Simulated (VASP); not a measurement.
Wanted: the native input for a VASP 6.6.1 run.

```
Task                   : single point
Functional             : PBE
Potentials or basis    : VASP PAW PBE potentials, release 64 (Ti_sv, B)
Cutoff                 : 520 eV
k mesh                 : 15 × 15 × 13
Occupations            : fermi-dirac, width 0.08 eV
Spin                   : no spin polarisation
Dipole correction      : no
Further INCAR settings : ALGO = Normal; EDIFF = 1e-06; NBANDS = 16
```

The structure of TiB2 lies in POSCAR:

```
TiB2
1.0
    3.0291982016      0.0302919820      0.0302919820
   -1.4883654748      2.6082166047      0.0110876350
    0.0322840000      0.0322840000      3.2284000000
Ti B
1 2
Direct
    0.0000000000      0.0000000000      0.0000000000
    0.3333333333      0.6666666667      0.5000000000
    0.6666666667      0.3333333333      0.5000000000
```

This cell differs from its parent crystal: equal xy, yz and zx shear strains of +2 %.

These files were run (other wordings do the same):

INCAR

```
SYSTEM = TiB2
PREC = Accurate ; ENCUT = 520
EDIFF = 1E-6 ; ISMEAR = -1
SIGMA = 0.08 ; LREAL = .FALSE.
LASPH = .TRUE. ; NELM = 100
ALGO = Normal ; ISIF = 2
LWAVE = .FALSE. ; LCHARG = .FALSE.
GGA = PE ; NBANDS = 16
```

KPOINTS

```
Automatic mesh
0
G
  15 15 13
  0 0 0
```

Potentials or basis: VASP PAW PBE potentials, release 64 (Ti_sv, B).

Run with:

```console
$ cat potpaw_PBE.64/Ti_sv/POTCAR potpaw_PBE.64/B/POTCAR > POTCAR
$ mpirun -np 1 vasp_std > vasp.out
```

It gave:

The pressure is 0.8 GPa. The largest force is 0.070 eV/Å and the band gap on the k mesh is zero (bands 9 and 10 overlap by 0.35 eV).

Caveat: the cell differs from its parent crystal (equal xy, yz and zx shear strains of +2 %).

It took 10 min on 1 thread of AMD EPYC 7R43 64-Core Processor (Zen 3), on a shared host, peak memory 0.6 GiB.
